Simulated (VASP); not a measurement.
# Ge (Fd-3m) in VASP: notebook

Runs on Ge. Level: PBEsol. Tasks: single point.

Program: VASP 6.6.1. These are calculated values, not measurements. Logs are shortened: lines on timing, memory, paths and dates and some standing lists are left out, and cuts for length are marked.

**What was measured.**

“Electronic and optical properties of SixGe1-x-ySny alloys lattice-matched to Ge”, 2021, arxiv:2109.02782 reports, for a bulk crystal of Ge at 300 K: band gap 0.807 eV (direct).

The runs below are set against these values where they give the same quantity.

**1. The cell of the first run**

Symmetry: Fd-3m, No. 227, cubic system. The conventional cell has a = 5.463 Å, b = 5.463 Å, c = 5.463 Å, α = 90.00°, β = 90.00°, γ = 90.00°. Ge (site symmetry -43m) has 4 Ge at 2.37 Å within 3.1 Å.

**2. Single point, PBEsol**

Contents of INCAR:

```
SYSTEM = Ge
PREC = Accurate ; ENCUT = 520
EDIFF = 1E-6 ; ISMEAR = 0
SIGMA = 0.01 ; LREAL = .False.
LASPH = .True. ; NELM = 80
ALGO = Normal ; ISIF = 2
LWAVE = .False. ; LCHARG = .False.
GGA = PS ; NBANDS = 21
```

Contents of KPOINTS:

```
Automatic mesh
0
Gamma
  6 6 6
  0 0 0
```

Contents of POSCAR:

```
Ge
1.0
    0.0000000000      2.7312825750      2.7312825750
    2.7312825750      0.0000000000      2.7312825750
    2.7312825750      2.7312825750      0.0000000000
Ge
2
Direct
    0.0000000000      0.0000000000      0.0000000000
    0.2500000000      0.2500000000      0.2500000000
```

Potentials or basis: VASP PAW PBE potentials, release 64 (Ge_d).

Command:

```console
$ cat potpaw_PBE.64/Ge_d/POTCAR > POTCAR
$ mpirun -np 1 vasp_std > vasp.out
```

OUTCAR:

```text
SYSTEM = Ge
   PREC = Accurate
   ENCUT = 520
   EDIFF = 1E-6
   ISMEAR = 0
   LREAL = .False.
   LASPH = .True.
   NELM = 80
   ISIF = 2
   GGA = PS

 ion  position               nearest neighbor table
   1  0.000  0.000  0.000-   2 2.37   2 2.37   2 2.37   2 2.37
   2  0.250  0.250  0.250-   1 2.37   1 2.37   1 2.37   1 2.37

  LATTYP: Found a face centered cubic cell.
 ALAT       =     5.4625651500

  Lattice vectors:

 A1 = (   0.0000000000,   2.7312825750,   2.7312825750)
 A2 = (   2.7312825750,   0.0000000000,   2.7312825750)
 A3 = (   2.7312825750,   2.7312825750,   0.0000000000)

Analysis of symmetry for initial positions (statically):
=====================================================================
 Subroutine PRICEL returns:
 Original cell was already a primitive cell.

 Routine SETGRP: Setting up the symmetry group for a
 face centered cubic supercell.

 Subroutine GETGRP returns: Found 48 space group operations
 (whereof 24 operations were pure point group operations)
 out of a pool of 48 trial point group operations.

The static configuration has the point symmetry T_d .
 The point group associated with its full space group is O_h .

Analysis of symmetry for dynamics (positions and initial velocities):
=====================================================================
 Subroutine PRICEL returns:
 Original cell was already a primitive cell.

 Routine SETGRP: Setting up the symmetry group for a
 face centered cubic supercell.

 Subroutine GETGRP returns: Found 48 space group operations
 (whereof 24 operations were pure point group operations)
 out of a pool of 48 trial point group operations.

The dynamic configuration has the point symmetry T_d .
 The point group associated with its full space group is O_h .

 Subroutine INISYM returns: Found 48 space group operations
 (whereof 24 operations are pure point group operations),
 and found     1 'primitive' translations

----------------------------------------------------------------------------------------

                                     Primitive cell

  volume of cell :      40.7502

  direct lattice vectors                    reciprocal lattice vectors
     0.000000000  2.731282575  2.731282575    -0.183064178  0.183064178  0.183064178
     2.731282575  0.000000000  2.731282575     0.183064178 -0.183064178  0.183064178
     2.731282575  2.731282575  0.000000000     0.183064178  0.183064178 -0.183064178

  length of vectors
     3.862616860  3.862616860  3.862616860     0.317076458  0.317076458  0.317076458

  position of ions in fractional coordinates (direct lattice)
     0.000000000  0.000000000  0.000000000
     0.250000000  0.250000000  0.250000000

  ion indices of the primitive-cell ions
   primitive index   ion index
                 1           1
                 2           2

----------------------------------------------------------------------------------------

 KPOINTS: Automatic mesh

Automatic generation of k-mesh.
 Grid dimensions read from file:
 generate k-points for:    6    6    6

 Generating k-lattice:

  Cartesian coordinates                     Fractional coordinates (reciprocal lattice)
    -0.030510696  0.030510696  0.030510696     0.166666667  0.000000000  0.000000000
     0.030510696 -0.030510696  0.030510696     0.000000000  0.166666667  0.000000000
     0.030510696  0.030510696 -0.030510696     0.000000000  0.000000000  0.166666667

  Length of vectors
     0.052846076  0.052846076  0.052846076

  Shift w.r.t. Gamma in fractional coordinates (k-lattice)
     0.000000000  0.000000000  0.000000000

 Subroutine IBZKPT returns following result:
 ===========================================

 Found     16 irreducible k-points:

 Following reciprocal coordinates:
            Coordinates               Weight
  0.000000  0.000000  0.000000      1.000000
  0.166667  0.000000  0.000000      8.000000
  0.333333  0.000000  0.000000      8.000000
  0.500000  0.000000  0.000000      4.000000
  0.166667  0.166667  0.000000      6.000000
  0.333333  0.166667  0.000000     24.000000
[... 8 lines left out ...]
 -0.333333  0.333333  0.166667     24.000000
 -0.333333  0.500000  0.166667     12.000000
   k-points           NKPTS =     16   k-points in BZ     NKDIM =     16   number of bands    NBANDS=     21
   number of dos      NEDOS =    301   number of ions     NIONS =      2
   total plane-waves  NPLWV =  27000
   dimension x,y,z NGX =    30 NGY =   30 NGZ =   30
   dimension x,y,z NGXF=    60 NGYF=   60 NGZF=   60
   ions per type =               2
   NGX,Y,Z   is equivalent  to a cutoff of  12.91, 12.91, 12.91 a.u.
   NGXF,Y,Z  is equivalent  to a cutoff of  25.82, 25.82, 25.82 a.u.
 SYSTEM =  Ge
   PREC   = accura    normal or accurate (medium, high low for compatibility)
   ISTART =      0    job   : 0-new  1-cont  2-samecut
   ICHARG =      2    charge: 1-file 2-atom 10-const
   ISPIN  =      1    spin polarized calculation?
   LNONCOLLINEAR =      F non collinear calculations
   LSORBIT =      F    spin-orbit coupling
   LASPH  =      T    aspherical Exc in radial PAW
   ENCUT  =  520.0 eV  38.22 Ry    6.18 a.u.   7.18  7.18  7.18*2*pi/ulx,y,z
   NELM   =     80;   NELMIN=  2; NELMDL= -5     # of ELM steps
   EDIFF  = 0.1E-05   stopping-criterion for ELM
   LREAL  =      F    real-space projection
   EDIFFG = 0.1E-04   stopping-criterion for IOM
   NSW    =      0    number of steps for IOM
   IBRION =     -1    ionic relax: 0-MD 1-quasi-New 2-CG
   NFREE  =      0    steps in history (QN), initial steepest desc. (CG)
   ISIF   =      2    stress and relaxation
   ISYM   =      2    0-nonsym 1-usesym 2-fastsym
   POTIM  = 0.5000    time-step for ionic-motion
   TEBEG  =    0.0;   TEEND  =   0.0 temperature during run
   PSTRESS=    0.0 pullay stress
   NELECT =      28.0000    total number of electrons
   NUPDOWN=      -1.0000    fix difference up-down
   EMIN   =  10.00;   EMAX   =-10.00  energy-range for DOS
   EFERMI =   0.00;   METHOD = LEGACY
   ISMEAR =     0;   SIGMA  =   0.01  broadening in eV -4-tet -1-fermi 0-gaus
   EFERMI_NEDOS =   21; number of points for ismear=-14 and -15
   IALGO  =     38    algorithm
   IMIX   =      4    mixing-type and parameters
     AMIX     =   0.40;   BMIX     =  1.00
     AMIX_MAG =   1.60;   BMIX_MAG =  1.00
  volume/ion in A,a.u.               =      20.38       137.50
  Fermi-wavevector in a.u.,A,eV,Ry     =   1.444611  2.729919 28.394006  2.086901
  Thomas-Fermi vector in A             =   2.562886
   LORBIT       =      0    0 simple, 1 ext, 2 COOP (PROOUT), +10 PAW based schemes
   GGA     = PS    functional components
   LHFCALC =     F    Hartree Fock is set to
   AEXX    =    0.0000 exact exchange contribution
   IVDW    =     0    specifies the selected vdW correction
   LEPSILON=     F    determine dielectric tensor
   LRPA    =     F    only Hartree local field effects (RPA)
 non-spin polarized calculation
 Gauss-broadening in eV      SIGMA  =   0.01
  energy-cutoff  :      520.00
  volume of cell :       40.75
 maximum number of plane-waves:      1113
 NGX is ok and might be reduce to    30
   NGX = 15   NGY = 15   NGZ = 15

 number of electron      27.9999973 magnetization

 Free energy of the ion-electron system (eV)
  ---------------------------------------------------
  ext. energy  EPLUGINS =         0.00000000
  ---------------------------------------------------
  free energy    TOTEN  =        -9.69102599 eV

  energy without entropy =       -9.69102599  energy(sigma->0) =       -9.69102599

 E-fermi :   6.0173     XC(G=0): -10.6332

 val. band max:        5.9581873824   @ k =   0.0000   0.0000   0.0000
 cond. band min:       6.3914837616   @ k =   0.3333   0.3333   0.0000
 fundamental gap:      0.4332963791
 Fermi energy:         6.0172915975

 k-point     1 :       0.0000    0.0000    0.0000
  band No.  band energies     occupation
      1     -18.9857      2.00000
      2     -18.9857      2.00000
      3     -18.9857      2.00000
      4     -18.9404      2.00000
      5     -18.9404      2.00000
      6     -18.6634      2.00000
[... 13 lines left out ...]
     20      15.7251      0.00000
     21      15.7251      0.00000

 k-point     2 :       0.1667    0.0000    0.0000
  band No.  band energies     occupation
      1     -19.0018      2.00000
      2     -19.0018      2.00000
      3     -18.9803      2.00000
      4     -18.9166      2.00000
      5     -18.9166      2.00000
      6     -18.6827      2.00000
[... 13 lines left out ...]
     20      14.3983      0.00000
     21      14.3983      0.00000

 k-point     3 :       0.3333    0.0000    0.0000
  band No.  band energies     occupation
      1     -19.0146      2.00000
      2     -19.0146      2.00000
      3     -18.9693      2.00000
      4     -18.8917      2.00000
      5     -18.8917      2.00000
      6     -18.6995      2.00000
[... 13 lines left out ...]
     20      15.1538      0.00000
     21      15.1538      0.00000

 k-point     4 :       0.5000    0.0000    0.0000
  band No.  band energies     occupation
      1     -19.0171      2.00000
      2     -19.0171      2.00000
      3     -18.9638      2.00000
      4     -18.8853      2.00000
      5     -18.8853      2.00000
      6     -18.7026      2.00000
[... 13 lines left out ...]
     20      17.6863      0.00000
     21      17.6863      0.00000

 k-point     5 :       0.1667    0.1667    0.0000
  band No.  band energies     occupation
      1     -18.9998      2.00000
      2     -18.9978      2.00000
      3     -18.9978      2.00000
      4     -18.9191      2.00000
      5     -18.8894      2.00000
      6     -18.7296      2.00000
[... 13 lines left out ...]
     20      14.6186      0.00000
     21      16.2242      0.00000
[... 190 lines left out ...]
     20      18.5827      0.00000
     21      19.3534      0.00000

 k-point    14 :       0.5000    0.3333    0.1667
  band No.  band energies     occupation
      1     -19.0368      2.00000
      2     -19.0336      2.00000
      3     -18.9363      2.00000
      4     -18.8642      2.00000
      5     -18.8177      2.00000
      6     -18.7993      2.00000
[... 13 lines left out ...]
     20      16.4100      0.00000
     21      19.0540      0.00000

 k-point    15 :      -0.3333    0.3333    0.1667
  band No.  band energies     occupation
      1     -19.0505      2.00000
      2     -19.0369      2.00000
      3     -18.9076      2.00000
      4     -18.8406      2.00000
      5     -18.8093      2.00000
      6     -18.8006      2.00000
[... 13 lines left out ...]
     20      18.3859      0.00000
     21      18.5621      0.00000

 k-point    16 :      -0.3333    0.5000    0.1667
  band No.  band energies     occupation
      1     -19.0442      2.00000
      2     -19.0442      2.00000
      3     -18.8817      2.00000
      4     -18.8817      2.00000
      5     -18.7908      2.00000
      6     -18.7908      2.00000
[... 13 lines left out ...]
     20      17.8020      0.00000
     21      19.6295      0.00000

------------------------ aborting loop because EDIFF is reached ----------------------------------------

  FORCE on cell =-STRESS in cart. coord.  units (eV):
  Direction    XX          YY          ZZ          XY          YZ          ZX
  --------------------------------------------------------------------------------------
  -------------------------------------------------------------------------------------
  Total        2.5413160      2.5413160      2.5413160      0.0000000     -0.0000000      0.0000000
  in kB       99.9169949     99.9169949     99.9169949      0.0000000     -0.0000000      0.0000000
  external PRESSURE =      99.9169949 kB  Pullay stress =       0.0000000 kB

 VOLUME and BASIS-vectors are now :
 -----------------------------------------------------------------------------
  energy-cutoff  :      520.00
  volume of cell :       40.75
      direct lattice vectors                 reciprocal lattice vectors
     0.000000000  2.731282575  2.731282575    -0.183064178  0.183064178  0.183064178
     2.731282575  0.000000000  2.731282575     0.183064178 -0.183064178  0.183064178
     2.731282575  2.731282575  0.000000000     0.183064178  0.183064178 -0.183064178

 POSITION                                       TOTAL-FORCE (eV/Angst)
 -----------------------------------------------------------------------------------
      0.00000      0.00000      0.00000         0.000000      0.000000      0.000000
      1.36564      1.36564      1.36564        -0.000000     -0.000000     -0.000000
 -----------------------------------------------------------------------------------
    total drift:                                0.000000      0.000000      0.000000

  FREE ENERGIE OF THE ION-ELECTRON SYSTEM (eV)
  ---------------------------------------------------
  free  energy   TOTEN  =        -9.6910259887 eV

  energy  without entropy=       -9.6910259887  energy(sigma->0) =       -9.69102599
```

Run time: 11 s. Hardware: 1 thread of AMD EPYC 7R43 (Zen 3), shared host; peak memory 0.13 GiB.

What came out:

| Item | Value |
| --- | --- |
| Free energy | -9.6910 eV |
| Pressure | 10.0 GPa |
| Band gap on the k mesh | 0.43 eV, indirect (least direct gap 0.99 eV) |

Caveat: the PAW data sets were made with another functional, which shifts forces and pressure a little. As with any semilocal functional, this PBEsol gap is likely too small.

**3. Single point, PBEsol**

This run uses another cell than the first one, of 20.94 Å³/atom, 1.028 times its volume.

Contents of INCAR:

```
  PREC = Accurate
  ENCUT = 520
  EDIFF = 1E-6
  ISMEAR = 0
  SIGMA = 0.01
  LREAL = F
  LASPH = T
  NELM = 100
  ALGO = Normal
  ISIF = 2
  LWAVE = F
  LCHARG = F
  GGA = PS
  NBANDS = 21
```

Contents of KPOINTS:

```
Automatic mesh
0
Gamma
  6 6 6
```

Contents of POSCAR:

```
Ge
1.0
    0.0000000000      2.7563416131      2.7563416131
    2.7563416131      0.0000000000      2.7563416131
    2.7563416131      2.7563416131      0.0000000000
Ge
2
Direct
    0.0000000000      0.0000000000      0.0000000000
    0.2500000000      0.2500000000      0.2500000000
```

Potentials or basis: VASP PAW PBE potentials, release 64 (Ge_d).

Command:

```console
$ cat potpaw_PBE.64/Ge_d/POTCAR > POTCAR
$ mpirun -np 1 vasp_std > vasp.out
```

Wall time 11 s (1 thread of AMD EPYC 7R43 (Zen 3), shared host); peak memory 0.13 GiB.

It converged, with:

```
Free energy            : -9.7515 eV
Pressure               : 7.0 GPa
Band gap on the k mesh : 0.37 eV, indirect (least direct gap 0.72 eV)
```

Levels at points of the mesh, in eV from the valence-band top:
```
           k point  band 12  band 13  band 14  band 15  band 16  band 17
(0.00, 0.00, 0.00)     0.00     0.00     0.00     0.72     2.56     2.56
(0.50, 0.00, 0.00)    -8.02    -1.54    -1.54     0.37     3.74     3.74
(0.50, 0.50, 0.00)    -9.22    -3.38    -3.38     0.55     0.55    10.15
```

Caveat: the PAW data sets were made with another functional, which shifts forces and pressure a little. A k mesh can miss the band edges.

**4. Single point, PBEsol**

This run uses another cell than the first one, of 21.51 Å³/atom, 1.056 times its volume.

Contents of INCAR:

```
PREC     = Accurate       # precision mode
ENCUT    = 520            # plane-wave cutoff, eV
EDIFF    = 1E-7           # SCF threshold, eV
ISMEAR   = 0              # smearing method
SIGMA    = 0.01           # smearing width, eV
LREAL    = F              # projectors in reciprocal space
LASPH    = T              # aspherical terms in the spheres
NELM     = 80             # most SCF steps
ALGO     = Normal         # electronic algorithm
ISIF     = 2              # what is computed and relaxed
LWAVE    = F              # write WAVECAR
LCHARG   = F              # write CHGCAR
GGA      = PS             # functional
NBANDS   = 21             # bands
```

KPOINTS is that of step 3.

Contents of POSCAR:

```
Ge
1.0
    0.0000000000      2.7809531083      2.7809531083
    2.7809531083      0.0000000000      2.7809531083
    2.7809531083      2.7809531083      0.0000000000
Ge
2
Direct
    0.0000000000      0.0000000000      0.0000000000
    0.2500000000      0.2500000000      0.2500000000
```

Command:

```console
$ cat potpaw_PBE.64/Ge_d/POTCAR > POTCAR
$ mpirun -np 1 vasp_std > vasp.out
```

It took 12 s on 1 thread of AMD EPYC 7R43 (Zen 3), shared host; peak memory 0.13 GiB.

It converged, with:

| Item | Value |
| --- | --- |
| Free energy | -9.7925 eV |
| Pressure | 4.5 GPa |
| Band gap on the k mesh | 0.28 eV, indirect (least direct gap 0.47 eV) |

Levels at points of the mesh, in eV from the valence-band top:
| k point | band 10 | band 11 | band 12 | band 13 | band 14 | band 15 | band 16 | band 17 | band 18 | band 19 |
| --- | --- | --- | --- | --- | --- | --- | --- | --- | --- | --- |
| (0.00, 0.00, 0.00) | -24.54 | -13.20 | 0.00 | 0.00 | 0.00 | 0.47 | 2.55 | 2.55 | 2.55 | 6.34 |
| (0.50, 0.00, 0.00) | -24.51 | -10.97 | -7.88 | -1.49 | -1.49 | 0.28 | 3.73 | 3.73 | 6.98 | 10.77 |
| (0.50, 0.50, 0.00) | -24.50 | -9.11 | -9.11 | -3.28 | -3.28 | 0.59 | 0.59 | 9.92 | 9.92 | 12.04 |

Caveat: the PAW data sets were made with another functional, which shifts forces and pressure a little.

[end of part 1 of 2]
